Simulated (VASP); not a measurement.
# Sb (P6_3/mmc) in VASP: a series of runs

Runs on Sb. Level: PBEsol. Tasks: single point, relaxation of shape and atoms at fixed volume.

Everything below comes from runs of VASP 6.6.1. Logs are shortened: lines on timing, memory, paths and dates and some standing lists are left out, and cuts for length are marked.

**1. The cell of the first run**

It takes space group P6_3/mmc (No. 194, hexagonal). Conventional cell: a = 3.402 Å, b = 3.402 Å, c = 5.212 Å, α = 90.00°, β = 90.00°, γ = 120.00°. Within 4.3 Å of Sb (site symmetry -6m2) lie 12 Sb at 3.26 to 3.40 Å.

**2. Single point, PBEsol**

Input file INCAR:

```
ALGO     = Normal         # electronic algorithm
EDIFF    = 1E-7           # SCF threshold, eV
ENCUT    = 520            # plane-wave cutoff, eV
GGA      = PS             # functional
ISIF     = 2              # what is computed and relaxed
ISMEAR   = -1             # smearing method
LASPH    = True           # aspherical terms in the spheres
LCHARG   = True           # write CHGCAR
LELF     = True           # ELF
LREAL    = False          # projectors in reciprocal space
LVHAR    = True         
LWAVE    = False          # write WAVECAR
NBANDS   = 12             # bands
NELM     = 60             # most SCF steps
PREC     = Accurate       # precision mode
SIGMA    = 0.1            # smearing width, eV
```

Input file KPOINTS:

```
k-points
0
Gamma
  13 13 7
```

Input file POSCAR:

```
Sb
1.0
    3.4024476881      0.0000000000      0.0000000000
   -1.7012238441      2.9466061329      0.0000000000
    0.0000000000      0.0000000000      5.2117419701
Sb
2
Direct
    0.3333333333      0.6666666667      0.2500000000
    0.6666666667      0.3333333333      0.7500000000
```

Potentials or basis: VASP PAW PBE potentials, release 64 (Sb).

Launch:

```sh
> cat potpaw_PBE.64/Sb/POTCAR > POTCAR
> mpirun -np 1 vasp_std > vasp.out
```

OUTCAR:

```text
EDIFF = 1E-7
   ENCUT = 520
   GGA = PS
   ISIF = 2
   ISMEAR = -1
   LASPH = True
   LREAL = False
   NELM = 60
   PREC = Accurate

 ion  position               nearest neighbor table
   1  0.333  0.667  0.250-   2 3.26   2 3.26   2 3.26   2 3.26   2 3.26   2 3.26
   2  0.667  0.333  0.750-   1 3.26   1 3.26   1 3.26   1 3.26   1 3.26   1 3.26

  LATTYP: Found a hexagonal cell.
 ALAT       =     3.4024476881
 C/A-ratio  =     1.5317625568

  Lattice vectors:

 A1 = (   3.4024476881,   0.0000000000,   0.0000000000)
 A2 = (  -1.7012238441,   2.9466061329,   0.0000000000)
 A3 = (   0.0000000000,   0.0000000000,   5.2117419701)

Analysis of symmetry for initial positions (statically):
=====================================================================
 Subroutine PRICEL returns:
 Original cell was already a primitive cell.

 Routine SETGRP: Setting up the symmetry group for a
 hexagonal supercell.

 Subroutine GETGRP returns: Found 24 space group operations
 (whereof 12 operations were pure point group operations)
 out of a pool of 24 trial point group operations.

The static configuration has the point symmetry D_3d.
 The point group associated with its full space group is D_6h.

Analysis of symmetry for dynamics (positions and initial velocities):
=====================================================================
 Subroutine PRICEL returns:
 Original cell was already a primitive cell.

 Routine SETGRP: Setting up the symmetry group for a
 hexagonal supercell.

 Subroutine GETGRP returns: Found 24 space group operations
 (whereof 12 operations were pure point group operations)
 out of a pool of 24 trial point group operations.

The dynamic configuration has the point symmetry D_3d.
 The point group associated with its full space group is D_6h.

 Subroutine INISYM returns: Found 24 space group operations
 (whereof 12 operations are pure point group operations),
 and found     1 'primitive' translations

----------------------------------------------------------------------------------------

                                     Primitive cell

  volume of cell :      52.2512

  direct lattice vectors                    reciprocal lattice vectors
     3.402447688  0.000000000  0.000000000     0.293906062  0.169686744  0.000000000
    -1.701223844  2.946606133  0.000000000     0.000000000  0.339373488  0.000000000
     0.000000000  0.000000000  5.211741970     0.000000000  0.000000000  0.191874426

  length of vectors
     3.402447688  3.402447688  5.211741970     0.339373488  0.339373488  0.191874426

  position of ions in fractional coordinates (direct lattice)
     0.333333333  0.666666667  0.250000000
     0.666666667  0.333333333  0.750000000

  ion indices of the primitive-cell ions
   primitive index   ion index
                 1           1
                 2           2

----------------------------------------------------------------------------------------

 KPOINTS: k-points

Automatic generation of k-mesh.
 Grid dimensions read from file:
 generate k-points for:   13   13    7

 Generating k-lattice:

  Cartesian coordinates                     Fractional coordinates (reciprocal lattice)
     0.022608159  0.013052826  0.000000000     0.076923077  0.000000000  0.000000000
     0.000000000  0.026105653  0.000000000     0.000000000  0.076923077  0.000000000
     0.000000000  0.000000000  0.027410632     0.000000000  0.000000000  0.142857143

  Length of vectors
     0.026105653  0.026105653  0.027410632

  Shift w.r.t. Gamma in fractional coordinates (k-lattice)
     0.000000000  0.000000000  0.000000000

 Subroutine IBZKPT returns following result:
 ===========================================

 Found     84 irreducible k-points:

 Following reciprocal coordinates:
            Coordinates               Weight
  0.000000  0.000000  0.000000      1.000000
  0.076923  0.000000  0.000000      6.000000
  0.153846  0.000000  0.000000      6.000000
  0.230769  0.000000  0.000000      6.000000
  0.307692  0.000000  0.000000      6.000000
  0.384615  0.000000  0.000000      6.000000
[... 16 lines left out ...]
  0.076923  0.000000  0.142857     12.000000
  0.153846  0.000000  0.142857     12.000000
 [... further k-points ...]
   k-points           NKPTS =     84   k-points in BZ     NKDIM =     84   number of bands    NBANDS=     12
   number of dos      NEDOS =    301   number of ions     NIONS =      2
   total plane-waves  NPLWV =  31360
   dimension x,y,z NGX =    28 NGY =   28 NGZ =   40
   dimension x,y,z NGXF=    56 NGYF=   56 NGZF=   80
   ions per type =               2
   NGX,Y,Z   is equivalent  to a cutoff of  13.68, 13.68, 12.76 a.u.
   NGXF,Y,Z  is equivalent  to a cutoff of  27.36, 27.36, 25.52 a.u.
 SYSTEM =  unknown system
   PREC   = accura    normal or accurate (medium, high low for compatibility)
   ISTART =      0    job   : 0-new  1-cont  2-samecut
   ICHARG =      2    charge: 1-file 2-atom 10-const
   ISPIN  =      1    spin polarized calculation?
   LNONCOLLINEAR =      F non collinear calculations
   LSORBIT =      F    spin-orbit coupling
   LASPH  =      T    aspherical Exc in radial PAW
   ENCUT  =  520.0 eV  38.22 Ry    6.18 a.u.   6.33  6.33  9.69*2*pi/ulx,y,z
   NELM   =     60;   NELMIN=  2; NELMDL= -5     # of ELM steps
   EDIFF  = 0.1E-06   stopping-criterion for ELM
   LREAL  =      F    real-space projection
   EDIFFG = 0.1E-05   stopping-criterion for IOM
   NSW    =      0    number of steps for IOM
   IBRION =     -1    ionic relax: 0-MD 1-quasi-New 2-CG
   NFREE  =      0    steps in history (QN), initial steepest desc. (CG)
   ISIF   =      2    stress and relaxation
   ISYM   =      2    0-nonsym 1-usesym 2-fastsym
   POTIM  = 0.5000    time-step for ionic-motion
   TEBEG  =    0.0;   TEEND  =   0.0 temperature during run
   PSTRESS=    0.0 pullay stress
   NELECT =      10.0000    total number of electrons
   NUPDOWN=      -1.0000    fix difference up-down
   EMIN   =  10.00;   EMAX   =-10.00  energy-range for DOS
   EFERMI =   0.00;   METHOD = LEGACY
   ISMEAR =    -1;   SIGMA  =   0.10  broadening in eV -4-tet -1-fermi 0-gaus
   EFERMI_NEDOS =   21; number of points for ismear=-14 and -15
   IALGO  =     38    algorithm
   IMIX   =      4    mixing-type and parameters
     AMIX     =   0.40;   BMIX     =  1.00
     AMIX_MAG =   1.60;   BMIX_MAG =  1.00
  volume/ion in A,a.u.               =      26.13       176.30
  Fermi-wavevector in a.u.,A,eV,Ry     =   0.943429  1.782823 12.109985  0.890059
  Thomas-Fermi vector in A             =   2.071136
   LORBIT       =      0    0 simple, 1 ext, 2 COOP (PROOUT), +10 PAW based schemes
   GGA     = PS    functional components
   LHFCALC =     F    Hartree Fock is set to
   AEXX    =    0.0000 exact exchange contribution
   IVDW    =     0    specifies the selected vdW correction
   LEPSILON=     F    determine dielectric tensor
   LRPA    =     F    only Hartree local field effects (RPA)
 non-spin polarized calculation
  energy-cutoff  :      520.00
  volume of cell :       52.25
 maximum number of plane-waves:      1429
 NGX is ok and might be reduce to    28
   NGX = 13   NGY = 13   NGZ = 19

 number of electron      10.0000000 magnetization

 Free energy of the ion-electron system (eV)
  ---------------------------------------------------
  ext. energy  EPLUGINS =         0.00000000
  ---------------------------------------------------
  free energy    TOTEN  =        -8.70026576 eV

  energy without entropy =       -8.65825810  energy(sigma->0) =       -8.67926193

 E-fermi :   8.7672     XC(G=0): -10.4612

 val. band max:        8.7496744804   @ k =   0.4615   0.0000   0.2857
 cond. band min:       8.7726061250   @ k =   0.2308   0.1538   0.4286
 fundamental gap:      0.0229316446
 Fermi energy:         8.7671747970

 k-point     1 :       0.0000    0.0000    0.0000
  band No.  band energies     occupation
      1      -4.4178      2.00000
      2       0.1601      2.00000
      3       2.8814      2.00000
      4      11.7557      0.00000
      5      11.7557      0.00000
      6      13.6873      0.00000
      7      13.6873      0.00000
      8      15.2549      0.00000
      9      15.7899      0.00000
     10      17.3925      0.00000
     11      18.5784      0.00000
     12      18.5784      0.00000

 k-point     2 :       0.0769    0.0000    0.0000
  band No.  band energies     occupation
      1      -4.3161      2.00000
      2       0.2440      2.00000
      3       2.9884      2.00000
      4      10.7320      0.00000
      5      11.3699      0.00000
      6      13.1843      0.00000
      7      13.8541      0.00000
      8      14.9730      0.00000
      9      16.3514      0.00000
     10      17.1442      0.00000
     11      18.5447      0.00000
     12      19.0617      0.00000

 k-point     3 :       0.1538    0.0000    0.0000
  band No.  band energies     occupation
      1      -4.0120      2.00000
      2       0.4874      2.00000
      3       3.3070      2.00000
      4       8.8657      0.54390
      5      10.6298      0.00000
      6      11.9860      0.00000
      7      13.8890      0.00000
      8      14.1077      0.00000
      9      15.4792      0.00000
     10      18.0984      0.00000
     11      18.3514      0.00000
     12      18.9436      0.00000
[... 286 lines left out ...]
 k-point    23 :       0.0769    0.0000    0.1429
  band No.  band energies     occupation
      1      -4.2010      2.00000
      2      -0.4197      2.00000
      3       3.8753      2.00000
      4      10.8347      0.00000
      5      11.4689      0.00000
      6      13.0150      0.00000
      7      13.7087      0.00000
      8      14.1738      0.00000
      9      16.3504      0.00000
     10      17.1781      0.00000
     11      18.2265      0.00000
     12      18.5301      0.00000

 k-point    24 :       0.1538    0.0000    0.1429
  band No.  band energies     occupation
      1      -3.8972      2.00000
      2      -0.1526      2.00000
      3       4.1562      2.00000
      4       8.9883      0.19742
      5      10.7394      0.00000
      6      11.6578      0.00000
      7      13.6203      0.00000
      8      13.6862      0.00000
      9      15.5839      0.00000
     10      17.8145      0.00000
     11      18.1188      0.00000
     12      18.6588      0.00000

 [... further k-points ...]
[... 5 lines left out ...]
  --------------------------------------------------------------------------------------
  -------------------------------------------------------------------------------------
  Total       -0.0105234     -0.0105234      0.0076566      0.0000000     -0.0000000     -0.0000000
  in kB       -0.3226791     -0.3226791      0.2347730      0.0000000     -0.0000000     -0.0000000
  external PRESSURE =      -0.1368617 kB  Pullay stress =       0.0000000 kB

 VOLUME and BASIS-vectors are now :
 -----------------------------------------------------------------------------
  energy-cutoff  :      520.00
  volume of cell :       52.25
      direct lattice vectors                 reciprocal lattice vectors
     3.402447688  0.000000000  0.000000000     0.293906062  0.169686744  0.000000000
    -1.701223844  2.946606133  0.000000000     0.000000000  0.339373488  0.000000000
     0.000000000  0.000000000  5.211741970     0.000000000  0.000000000  0.191874426

 POSITION                                       TOTAL-FORCE (eV/Angst)
 -----------------------------------------------------------------------------------
     -0.00000      1.96440      1.30294         0.000000     -0.000000      0.000000
      1.70122      0.98220      3.90881        -0.000000      0.000000      0.000000
 -----------------------------------------------------------------------------------
    total drift:                               -0.000000      0.000000      0.000000

  FREE ENERGIE OF THE ION-ELECTRON SYSTEM (eV)
  ---------------------------------------------------
  free  energy   TOTEN  =        -8.7002657624 eV

  energy  without entropy=       -8.6582581004  energy(sigma->0) =       -8.67926193
```

Wall time 58 s (1 thread of AMD EPYC 7R13, shared host); peak memory 0.17 GiB.

What came out:

```
Free energy            : -8.7003 eV
Pressure               : 0.0 GPa
Band gap on the k mesh : zero (band 5 reaches 12.50 eV, above the bottom of band 6 at 6.05 eV)
```

Caveat: the PAW data sets were made with another functional, which shifts forces and pressure a little; spin-orbit coupling is left out, which moves the levels of the heavy elements.

**3. Single point, PBEsol, collinear spin, zero start**

This run uses another cell than the first one, of 15.68 Å³/atom, 0.600 times its volume.

Input file INCAR:

```
SYSTEM = Sb
  ALGO = Normal
  EDIFF = 1E-6
  ENCUT = 520
  GGA = PS
  ISIF = 2
  ISMEAR = -1
  ISPIN = 2
  LASPH = .TRUE.
  LCHARG = .FALSE.
  LORBIT = 11
  LREAL = .FALSE.
  LWAVE = .FALSE.
  MAGMOM = 0 0
  NBANDS = 16
  NELM = 150
  PREC = Accurate
  SIGMA = 0.1
```

Input file KPOINTS:

```
k-points
0
G
  13 13 7
  0 0 0
```

Input file POSCAR:

```
Sb
1.0
    2.8307127973      0.0000000000      0.0000000000
   -1.4153563987      2.4514691933      0.0000000000
    0.0000000000      0.0000000000      4.5177838980
Sb
2
Direct
    0.3333333333      0.6666666667      0.2500000000
    0.6666666667      0.3333333333      0.7500000000
```

Potentials or basis: VASP PAW PBE potentials, release 64 (Sb).

Launch:

```sh
> cat potpaw_PBE.64/Sb/POTCAR > POTCAR
> mpirun -np 1 vasp_std > vasp.out
```

OUTCAR:

```text
SYSTEM = Sb
   EDIFF = 1E-6
   ENCUT = 520
   GGA = PS
   ISIF = 2
   ISMEAR = -1
   ISPIN = 2
   LASPH = .TRUE.
   LORBIT = 11
   LREAL = .FALSE.
   NELM = 150
   PREC = Accurate

 ion  position               nearest neighbor table
   1  0.333  0.667  0.250-   2 2.79   2 2.79   2 2.79   2 2.79   2 2.79   2 2.79
   2  0.667  0.333  0.750-   1 2.79   1 2.79   1 2.79   1 2.79   1 2.79   1 2.79

  LATTYP: Found a hexagonal cell.
 ALAT       =     2.8307127973
 C/A-ratio  =     1.5959880855

  Lattice vectors:

 A1 = (   2.8307127973,   0.0000000000,   0.0000000000)
 A2 = (  -1.4153563987,   2.4514691933,   0.0000000000)
 A3 = (   0.0000000000,   0.0000000000,   4.5177838980)

Analysis of symmetry for initial positions (statically):
=====================================================================
 Subroutine PRICEL returns:
 Original cell was already a primitive cell.

 Routine SETGRP: Setting up the symmetry group for a
 hexagonal supercell.

 Subroutine GETGRP returns: Found 24 space group operations
 (whereof 12 operations were pure point group operations)
 out of a pool of 24 trial point group operations.

The static configuration has the point symmetry D_3d.
[... 655 lines left out ...]
      5      23.6201      0.00000
      6      26.1401      0.00000
[... 435 lines left out ...]
      5      21.3381      0.00000
      6      23.7458      0.00000
[... 8 lines left out ...]
     15      32.0278      0.00000
     16      32.9397      0.00000

 [... further k-points ...]
[... 5 lines left out ...]
  --------------------------------------------------------------------------------------
  -------------------------------------------------------------------------------------
  Total       22.4645919     22.4645919     22.5247028     -0.0000000      0.0000000      0.0000000
  in kB     1148.0516177   1148.0516177   1151.1235810     -0.0000000      0.0000000      0.0000000
  external PRESSURE =    1149.0756055 kB  Pullay stress =       0.0000000 kB

 VOLUME and BASIS-vectors are now :
 -----------------------------------------------------------------------------
  energy-cutoff  :      520.00
  volume of cell :       31.35
      direct lattice vectors                 reciprocal lattice vectors
     2.830712797  0.000000000  0.000000000     0.353267912  0.203959324  0.000000000
    -1.415356399  2.451469193  0.000000000     0.000000000  0.407918648  0.000000000
     0.000000000  0.000000000  4.517783898     0.000000000  0.000000000  0.221347462

 POSITION                                       TOTAL-FORCE (eV/Angst)
 -----------------------------------------------------------------------------------
     -0.00000      1.63431      1.12945         0.000000      0.000000      0.000000
      1.41536      0.81716      3.38834        -0.000000     -0.000000      0.000000
 -----------------------------------------------------------------------------------
    total drift:                               -0.000000      0.000000     -0.000000

  FREE ENERGIE OF THE ION-ELECTRON SYSTEM (eV)
  ---------------------------------------------------
  free  energy   TOTEN  =        -4.0752738260 eV

  energy  without entropy=       -4.0410623883  energy(sigma->0) =       -4.05816811

 total charge

# of ion       s       p       d       tot
------------------------------------------
    1        1.253   1.371   0.167   2.791
    2        1.253   1.371   0.167   2.791
--------------------------------------------------
tot          2.505   2.741   0.335   5.581

 magnetization (x)

# of ion       s       p       d       tot
------------------------------------------
    1        0.000   0.000   0.000   0.000
    2        0.000   0.000   0.000   0.000
--------------------------------------------------
tot          0.000   0.000   0.000   0.000
```

OSZICAR:

```text
N       E                     dE             d eps       ncg     rms          rms(c)
DAV:   1     0.389510010929E+02    0.38951E+02   -0.37469E+03  5376   0.526E+02
DAV:   2    -0.279594622195E+01   -0.41747E+02   -0.40010E+02  6912   0.107E+02
DAV:   3    -0.416568321875E+01   -0.13697E+01   -0.13602E+01  6864   0.191E+01
DAV:   4    -0.417384638624E+01   -0.81632E-02   -0.81624E-02  6624   0.183E+00
DAV:   5    -0.417391986485E+01   -0.73479E-04   -0.73478E-04  7048   0.175E-01    0.689E+00
DAV:   6    -0.411073409375E+01    0.63186E-01   -0.32735E-03  6480   0.287E-01    0.428E+00
DAV:   7    -0.407561678508E+01    0.35117E-01   -0.64152E-03  6696   0.415E-01    0.601E-02
DAV:   8    -0.407528984879E+01    0.32694E-03   -0.37534E-04  6600   0.938E-02    0.102E-02
DAV:   9    -0.407527517067E+01    0.14678E-04   -0.18000E-05  7216   0.192E-02    0.463E-03
DAV:  10    -0.407527371077E+01    0.14599E-05   -0.24939E-07  5368   0.294E-03    0.306E-03
DAV:  11    -0.407527382602E+01   -0.11525E-06   -0.40667E-08  4712   0.130E-03
   1 F= -.40752738E+01 E0= -.40581681E+01  d E =-.342114E-01  mag=     0.0000
```

It took 1.7 min on 1 thread of AMD EPYC 7R13, shared host; peak memory 0.18 GiB.

Results:

| Item | Value |
| --- | --- |
| Free energy | -4.0753 eV |
| Pressure | 114.9 GPa |
| Band gap on the k mesh | zero (filled and empty bands overlap) |
| Net moment | 0.00 μB per cell |
| Valence electrons inside the program's atomic spheres | Sb 2.79 |

Caveat: the PAW data sets were made with another functional, which shifts forces and pressure a little; spin-orbit coupling is left out, which moves the levels of the heavy elements.

(Part 1 of 2 ends here.)
